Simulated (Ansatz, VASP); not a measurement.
AlCo: VASP beside Ansatz

The input POSCAR:

```
AlCo
1.0
    2.8194032100      0.0000000000      0.0000000000
    0.0000000000      2.8194032100      0.0000000000
    0.0000000000      0.0000000000      2.8194032100
Co Al
1 1
Direct
    0.5000000000      0.5000000000      0.5000000000
    0.0000000000      0.0000000000      0.0000000000
```

The input INCAR.step1:

```
PREC     = Accurate       # precision mode
ENCUT    = 520            # plane-wave cutoff, eV
EDIFF    = 1E-5           # SCF threshold, eV
ISMEAR   = -1             # smearing method
SIGMA    = 0.05           # smearing width, eV
LREAL    = False          # projectors in reciprocal space
LASPH    = True           # aspherical terms in the spheres
NELM     = 150            # most SCF steps
ALGO     = Normal         # electronic algorithm
ISIF     = 2              # what is computed and relaxed
LWAVE    = True           # write WAVECAR
ISPIN    = 2              # spin polarisation
MAGMOM   = 2 0            # initial moments
LORBIT   = 11             # projections on sites
LMAXMIX  = 4              # l up to which the mixer works
GGA      = PE             # functional
NBANDS   = 17             # bands
```

Contents of INCAR.step2:

```
PREC     = Accurate       # precision mode
ENCUT    = 520            # plane-wave cutoff, eV
EDIFF    = 1E-6           # SCF threshold, eV
ISMEAR   = -1             # smearing method
SIGMA    = 0.05           # smearing width, eV
LREAL    = False          # projectors in reciprocal space
LASPH    = True           # aspherical terms in the spheres
NELM     = 150            # most SCF steps
ALGO     = Normal         # electronic algorithm
ISIF     = 2              # what is computed and relaxed
LWAVE    = False          # write WAVECAR
LCHARG   = True           # write CHGCAR
ISPIN    = 2              # spin polarisation
MAGMOM   = 2 0            # initial moments
LORBIT   = 11             # projections on sites
LMAXMIX  = 4              # l up to which the mixer works
GGA      = PE             # functional
LHFCALC  = True           # exact exchange
HFSCREEN = 0.2079         # screening, 1/A
PRECFOCK = Normal       
LELF     = True           # ELF
LVHAR    = True         
ISTART   = 1            
NBANDS   = 17             # bands
```

Contents of KPOINTS:

```
regular mesh
0
Gamma
  6 6 6
```

input

```
crystal:
  lattice:
    - [2.81940321, 0.0, 0.0]
    - [0.0, 2.81940321, 0.0]
    - [0.0, 0.0, 2.81940321]
  atoms:
    - { symbol: Co, position: [0.5, 0.5, 0.5], spin: 2.0 }
    - { symbol: Al, position: [0.0, 0.0, 0.0] }
hamiltonian:
  xc: hse06
  pseudopotentials: { kind: paw }
magnetization:
  spin_polarized: true
kpoints:
  mp_grid: { grid: [6, 6, 6] }
scf:
  occupations: { method: fermi_dirac, width: 0.05 }
output:
  forces: true
  stress: true
  eigenvalues: true
  write_density: true
  write_potential: true
  elf: true
  volumetric_format: npy
```

Alike in both runs: task single point; functional HSE06; k mesh 6 × 6 × 6; occupations fermi-dirac, width 0.05 eV; collinear spin.

|  | VASP | Ansatz |
| --- | --- | --- |
| version | VASP 6.6.1 | Ansatz 0.2.0 |
| potentials or method | VASP PAW PBE potentials, release 64 (Co, Al) | Ansatz PAW |
| plane-wave cutoff (eV) | 520 | 420 |
| valence electrons in the cell | 12 | 20 |

Ansatz gave:

```
gap on the k mesh at the Fermi level (eV)                     : none
pressure (GPa)                                                : -0.4
net moment per atom (μB)                                      : 0.12
size of the moment on the site where the two differ most (μB) : 0.46
```

Problem. What did VASP give for the same quantities?

Solution. gap on the k mesh at the Fermi level (eV): none; pressure (GPa): -0.3; net moment per atom (μB): 0.13; size of the moment on the site where the two differ most (μB): 0.41.

Site moments also hang on the region over which each program counts them. A gap of «none» marks a metal or a gap that the smearing closes. VASP's potentials hold 12 valence electrons a cell and Ansatz's 20, so a difference there can come from the potentials and not from the codes.

The k mesh is coarse, so the values compare programs but aren't converged. Noted on Ansatz's run: the magnetic or orbital state may not be the lowest.
